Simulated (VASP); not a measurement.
# TaN (rocksalt type) (Fm-3m) in VASP: a series of runs

TaN (rocksalt type) is run at these levels: PBE; tasks: single point.

Program: VASP 6.6.1. These are calculated values, not measurements. Logs are shortened: lines on timing, memory, paths and dates and some standing lists are left out, and cuts for length are marked.

## (1) The cell of the first run

Symmetry: Fm-3m, No. 225, cubic system. The conventional cell has a = 3.619 Å, b = 3.619 Å, c = 3.619 Å, α = 90.00°, β = 90.00°, γ = 90.00°. Ta (site symmetry m-3m) has 6 N at 1.81 Å within 2.4 Å. N (site symmetry m-3m) has 6 Ta at 1.81 Å within 2.4 Å.

## (2) Single point, PBE (volume scaled by 0.55)

INCAR reads:

```
ALGO = Normal ; EDIFF = 1E-6
ENCUT = 520 ; GGA = PE
ISIF = 2 ; ISMEAR = -1
LASPH = T ; LCHARG = F
LREAL = F ; LWAVE = F
NBANDS = 15 ; NELM = 100
PREC = Accurate ; SIGMA = 0.08
```

KPOINTS reads:

```
k-points
0
Gamma
  15 15 15
```

POSCAR reads:

```
TaN
1.0
    0.0000000000      1.8094805914      1.8094805914
    1.8094805914      0.0000000000      1.8094805914
    1.8094805914      1.8094805914      0.0000000000
Ta N
1 1
Direct
    0.0000000000      0.0000000000      0.0000000000
    0.5000000000      0.5000000000      0.5000000000
```

Potentials or basis: VASP PAW PBE potentials, release 64 (Ta_pv, N).

Launch:

```sh
> cat potpaw_PBE.64/Ta_pv/POTCAR potpaw_PBE.64/N/POTCAR > POTCAR
> mpirun -np 1 vasp_std > vasp.out
```

OUTCAR:

```text
EDIFF = 1E-6
   ENCUT = 520
   GGA = PE
   ISIF = 2
   ISMEAR = -1
   LASPH = T
   LREAL = F
   NELM = 100
   PREC = Accurate

 ion  position               nearest neighbor table
   1  0.000  0.000  0.000-   2 1.81   2 1.81   2 1.81   2 1.81   2 1.81   2 1.81
   2  0.500  0.500  0.500-   1 1.81   1 1.81   1 1.81   1 1.81   1 1.81   1 1.81

  LATTYP: Found a face centered cubic cell.
 ALAT       =     3.6189611828

  Lattice vectors:

 A1 = (   0.0000000000,   1.8094805914,   1.8094805914)
 A2 = (   1.8094805914,   0.0000000000,   1.8094805914)
 A3 = (   1.8094805914,   1.8094805914,   0.0000000000)

Analysis of symmetry for initial positions (statically):
=====================================================================
 Subroutine PRICEL returns:
 Original cell was already a primitive cell.

 Routine SETGRP: Setting up the symmetry group for a
 face centered cubic supercell.

 Subroutine GETGRP returns: Found 48 space group operations
 (whereof 48 operations were pure point group operations)
 out of a pool of 48 trial point group operations.

The static configuration has the point symmetry O_h .

Analysis of symmetry for dynamics (positions and initial velocities):
=====================================================================
 Subroutine PRICEL returns:
 Original cell was already a primitive cell.

 Routine SETGRP: Setting up the symmetry group for a
 face centered cubic supercell.

 Subroutine GETGRP returns: Found 48 space group operations
 (whereof 48 operations were pure point group operations)
 out of a pool of 48 trial point group operations.

The dynamic configuration has the point symmetry O_h .

 Subroutine INISYM returns: Found 48 space group operations
 (whereof 48 operations are pure point group operations),
 and found     1 'primitive' translations

----------------------------------------------------------------------------------------

                                     Primitive cell

  volume of cell :      11.8493

  direct lattice vectors                    reciprocal lattice vectors
     0.000000000  1.809480591  1.809480591    -0.276322389  0.276322389  0.276322389
     1.809480591  0.000000000  1.809480591     0.276322389 -0.276322389  0.276322389
     1.809480591  1.809480591  0.000000000     0.276322389  0.276322389 -0.276322389

  length of vectors
     2.558991993  2.558991993  2.558991993     0.478604417  0.478604417  0.478604417

  position of ions in fractional coordinates (direct lattice)
     0.000000000  0.000000000  0.000000000
     0.500000000  0.500000000  0.500000000

  ion indices of the primitive-cell ions
   primitive index   ion index
                 1           1
                 2           2

----------------------------------------------------------------------------------------

 KPOINTS: k-points

Automatic generation of k-mesh.
 Grid dimensions read from file:
 generate k-points for:   15   15   15

 Generating k-lattice:

  Cartesian coordinates                     Fractional coordinates (reciprocal lattice)
    -0.018421493  0.018421493  0.018421493     0.066666667  0.000000000  0.000000000
     0.018421493 -0.018421493  0.018421493     0.000000000  0.066666667  0.000000000
     0.018421493  0.018421493 -0.018421493     0.000000000  0.000000000  0.066666667

  Length of vectors
     0.031906961  0.031906961  0.031906961

  Shift w.r.t. Gamma in fractional coordinates (k-lattice)
     0.000000000  0.000000000  0.000000000

 Subroutine IBZKPT returns following result:
 ===========================================

 Found    120 irreducible k-points:

 Following reciprocal coordinates:
            Coordinates               Weight
  0.000000  0.000000  0.000000      1.000000
  0.066667  0.000000  0.000000      8.000000
  0.133333  0.000000  0.000000      8.000000
  0.200000  0.000000  0.000000      8.000000
  0.266667  0.000000  0.000000      8.000000
  0.333333  0.000000  0.000000      8.000000
[... 16 lines left out ...]
  0.133333  0.133333  0.000000      6.000000
  0.200000  0.133333  0.000000     24.000000
 [... further k-points ...]
   k-points           NKPTS =    120   k-points in BZ     NKDIM =    120   number of bands    NBANDS=     15
   number of dos      NEDOS =    301   number of ions     NIONS =      2
   total plane-waves  NPLWV =   8000
   dimension x,y,z NGX =    20 NGY =   20 NGZ =   20
   dimension x,y,z NGXF=    40 NGYF=   40 NGZF=   40
   ions per type =               1   1
   NGX,Y,Z   is equivalent  to a cutoff of  12.99, 12.99, 12.99 a.u.
   NGXF,Y,Z  is equivalent  to a cutoff of  25.99, 25.99, 25.99 a.u.
 SYSTEM =  unknown system
   PREC   = accura    normal or accurate (medium, high low for compatibility)
   ISTART =      0    job   : 0-new  1-cont  2-samecut
   ICHARG =      2    charge: 1-file 2-atom 10-const
   ISPIN  =      1    spin polarized calculation?
   LNONCOLLINEAR =      F non collinear calculations
   LSORBIT =      F    spin-orbit coupling
   LASPH  =      T    aspherical Exc in radial PAW
   ENCUT  =  520.0 eV  38.22 Ry    6.18 a.u.   4.76  4.76  4.76*2*pi/ulx,y,z
   NELM   =    100;   NELMIN=  2; NELMDL= -5     # of ELM steps
   EDIFF  = 0.1E-05   stopping-criterion for ELM
   LREAL  =      F    real-space projection
   EDIFFG = 0.1E-04   stopping-criterion for IOM
   NSW    =      0    number of steps for IOM
   IBRION =     -1    ionic relax: 0-MD 1-quasi-New 2-CG
   NFREE  =      0    steps in history (QN), initial steepest desc. (CG)
   ISIF   =      2    stress and relaxation
   ISYM   =      2    0-nonsym 1-usesym 2-fastsym
   POTIM  = 0.5000    time-step for ionic-motion
   TEBEG  =    0.0;   TEEND  =   0.0 temperature during run
   PSTRESS=    0.0 pullay stress
   NELECT =      16.0000    total number of electrons
   NUPDOWN=      -1.0000    fix difference up-down
   EMIN   =  10.00;   EMAX   =-10.00  energy-range for DOS
   EFERMI =   0.00;   METHOD = LEGACY
   ISMEAR =    -1;   SIGMA  =   0.08  broadening in eV -4-tet -1-fermi 0-gaus
   EFERMI_NEDOS =   21; number of points for ismear=-14 and -15
   IALGO  =     38    algorithm
   IMIX   =      4    mixing-type and parameters
     AMIX     =   0.40;   BMIX     =  1.00
     AMIX_MAG =   1.60;   BMIX_MAG =  1.00
  volume/ion in A,a.u.               =       5.92        39.98
  Fermi-wavevector in a.u.,A,eV,Ry     =   1.809468  3.419399 44.547846  3.274174
  Thomas-Fermi vector in A             =   2.868332
   LORBIT       =      0    0 simple, 1 ext, 2 COOP (PROOUT), +10 PAW based schemes
   GGA     = PE    functional components
   LHFCALC =     F    Hartree Fock is set to
   AEXX    =    0.0000 exact exchange contribution
   IVDW    =     0    specifies the selected vdW correction
   LEPSILON=     F    determine dielectric tensor
   LRPA    =     F    only Hartree local field effects (RPA)
 non-spin polarized calculation
  energy-cutoff  :      520.00
  volume of cell :       11.85
 maximum number of plane-waves:       331
   NGX =  9   NGY =  9   NGZ =  9

 number of electron      15.9999999 magnetization

 Free energy of the ion-electron system (eV)
  ---------------------------------------------------
  ext. energy  EPLUGINS =         0.00000000
  ---------------------------------------------------
  free energy    TOTEN  =        -8.72283464 eV

  energy without entropy =       -8.71654011  energy(sigma->0) =       -8.71968738

 E-fermi :  17.2892     XC(G=0): -16.9650

 val. band max:       17.2055302566   @ k =   0.4000   0.0667   0.0000
 cond. band min:      17.3370672493   @ k =   0.2667   0.0667   0.0000
 fundamental gap:      0.1315369927
 Fermi energy:        17.2891638300

 k-point     1 :       0.0000    0.0000    0.0000
  band No.  band energies     occupation
      1     -17.2187      2.00000
      2     -17.2187      2.00000
      3     -17.2187      2.00000
      4      -5.7880      2.00000
      5      12.0743      2.00000
      6      12.0743      2.00000
      7      12.0743      2.00000
      8      12.8541      2.00000
      9      12.8541      2.00000
     10      12.8541      2.00000
     11      17.5315      0.09227
     12      17.5315      0.09227
     13      25.9623      0.00000
     14      26.8215      0.00000
     15      31.0830      0.00000

 k-point     2 :       0.0667    0.0000    0.0000
  band No.  band energies     occupation
      1     -17.5825      2.00000
      2     -17.2369      2.00000
      3     -17.2369      2.00000
      4      -5.3803      2.00000
      5      10.9324      2.00000
      6      11.1058      2.00000
      7      11.1058      2.00000
      8      13.2728      2.00000
      9      13.2728      2.00000
     10      13.6787      2.00000
     11      18.5710      0.00000
     12      18.5710      0.00000
     13      26.2519      0.00000
     14      27.5017      0.00000
     15      31.0831      0.00000

 k-point     3 :       0.1333    0.0000    0.0000
  band No.  band energies     occupation
      1     -18.5016      2.00000
      2     -17.2879      2.00000
      3     -17.2879      2.00000
      4      -4.3376      2.00000
      5       9.3304      2.00000
      6       9.4953      2.00000
      7       9.4953      2.00000
      8      14.0661      2.00000
      9      14.0661      2.00000
     10      14.5142      2.00000
     11      20.8339      0.00000
     12      20.8339      0.00000
     13      27.0096      0.00000
     14      29.4064      0.00000
     15      31.0829      0.00000
[... 343 lines left out ...]
 k-point    23 :       0.1333    0.1333    0.0000
  band No.  band energies     occupation
      1     -18.4240      2.00000
      2     -17.5601      2.00000
      3     -17.5601      2.00000
      4      -3.9722      2.00000
      5       7.2014      2.00000
      6      10.7754      2.00000
      7      10.7754      2.00000
      8      11.1792      2.00000
      9      16.2817      1.99999
     10      16.2817      1.99999
     11      18.1309      0.00005
     12      22.6159      0.00000
     13      27.9216      0.00000
     14      30.0663      0.00000
     15      31.0836      0.00000

 k-point    24 :       0.2000    0.1333    0.0000
  band No.  band energies     occupation
      1     -19.1699      2.00000
      2     -17.7141      2.00000
      3     -17.6448      2.00000
      4      -3.1414      2.00000
      5       6.0148      2.00000
      6       9.6391      2.00000
      7      10.1853      2.00000
      8      11.5887      2.00000
      9      17.1884      1.55792
     10      17.4307      0.29140
     11      19.5544      0.00000
     12      24.1084      0.00000
     13      29.1800      0.00000
     14      31.0844      0.00000
     15      32.0114      0.00000

 [... further k-points ...]
[... 5 lines left out ...]
  --------------------------------------------------------------------------------------
  -------------------------------------------------------------------------------------
  Total       54.2502122     54.2502122     54.2502122     -0.0000000     -0.0000000      0.0000000
  in kB     7335.3398649   7335.3398649   7335.3398649     -0.0000000     -0.0000000      0.0000000
  external PRESSURE =    7335.3398649 kB  Pullay stress =       0.0000000 kB

 VOLUME and BASIS-vectors are now :
 -----------------------------------------------------------------------------
  energy-cutoff  :      520.00
  volume of cell :       11.85
      direct lattice vectors                 reciprocal lattice vectors
     0.000000000  1.809480591  1.809480591    -0.276322389  0.276322389  0.276322389
     1.809480591  0.000000000  1.809480591     0.276322389 -0.276322389  0.276322389
     1.809480591  1.809480591  0.000000000     0.276322389  0.276322389 -0.276322389

 POSITION                                       TOTAL-FORCE (eV/Angst)
 -----------------------------------------------------------------------------------
      0.00000      0.00000      0.00000        -0.000000      0.000000     -0.000000
      1.80948      1.80948      1.80948         0.000000     -0.000000      0.000000
 -----------------------------------------------------------------------------------
    total drift:                                0.000000     -0.000000      0.000000

  FREE ENERGIE OF THE ION-ELECTRON SYSTEM (eV)
  ---------------------------------------------------
  free  energy   TOTEN  =        -8.7228346416 eV

  energy  without entropy=       -8.7165401125  energy(sigma->0) =       -8.71968738
```

Wall time 37 s (1 thread of AMD EPYC 7R13, shared host); peak memory 0.11 GiB.

The run converged, but its numbers aren't listed here, since they failed a check.

Caveat: spin-orbit coupling is left out, which moves the levels of the heavy elements.

(Part 1 of 2 ends here.)
